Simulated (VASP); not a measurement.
Wanted: the native input for a VASP 6.6.1 run.

```
Task                   : single point
Functional             : r2SCAN
Potentials or basis    : VASP PAW PBE potentials, release 64 (B, P)
Cutoff                 : 520 eV
k mesh                 : 8 × 8 × 8
Occupations            : gaussian, width 0.01 eV
Spin                   : no spin polarisation
Dipole correction      : no
Further INCAR settings : ALGO = Normal; EDIFF = 1e-06; NBANDS = 11
```

Crystal: BP.

```
B P
1.0
     2.25111    2.25111    0.00000
    -2.25111    2.25111    0.00000
     0.00000    2.25111    2.25111
B P
1 1
Cartesian
  0.0000 0.0000 0.0000
  1.1256 3.3767 1.1256
```

The input as run:

POSCAR

```
BP
1.0
    2.2511061071      2.2511061071      0.0000000000
   -2.2511061071      2.2511061071      0.0000000000
    0.0000000000      2.2511061071      2.2511061071
B P
1 1
Direct
    0.0000000000      0.0000000000      0.0000000000
    0.7500000000      0.2500000000      0.5000000000
```

INCAR.step1

```
SYSTEM = BP
ALGO = Normal
EDIFF = 1E-4
ENCUT = 520
GGA = PE
ISMEAR = 0
LASPH = .TRUE.
LCHARG = .FALSE.
LREAL = .FALSE.
LWAVE = .TRUE.
NBANDS = 11
NELM = 80
PREC = Accurate
SIGMA = 0.01
```

INCAR.step2

```
SYSTEM = BP
ALGO = Normal
EDIFF = 1E-6
ENCUT = 520
ISIF = 2
ISMEAR = 0
ISTART = 1
LASPH = .TRUE.
LCHARG = .TRUE.
LELF = .TRUE.
LMIXTAU = .TRUE.
LREAL = .FALSE.
LVHAR = .TRUE.
LWAVE = .FALSE.
METAGGA = R2SCAN
NBANDS = 11
NELM = 80
PREC = Accurate
SIGMA = 0.01
```

KPOINTS

```
k-points
0
G
  8 8 8
  0 0 0
```

Potentials or basis: VASP PAW PBE potentials, release 64 (B, P).

The run is started by

```bash
$ cat potpaw_PBE.64/B/POTCAR potpaw_PBE.64/P/POTCAR > POTCAR
$ cp INCAR.step1 INCAR
$ mpirun -np 1 vasp_std > vasp.out
$ cp INCAR.step2 INCAR
$ mpirun -np 1 vasp_std > vasp.out
```

It gave:

```yaml
Pressure: 3.5 GPa
Band_gap_on_the_k_mesh: 1.45 eV, indirect (least direct gap 3.68 eV)
```

Caveat: the PAW data sets were made with another functional, which shifts forces and pressure a little.

It took 17 s on 1 thread of AMD EPYC 9R45 96-Core Processor (Zen 5), with other jobs on the host, peak memory 0.11 GiB.
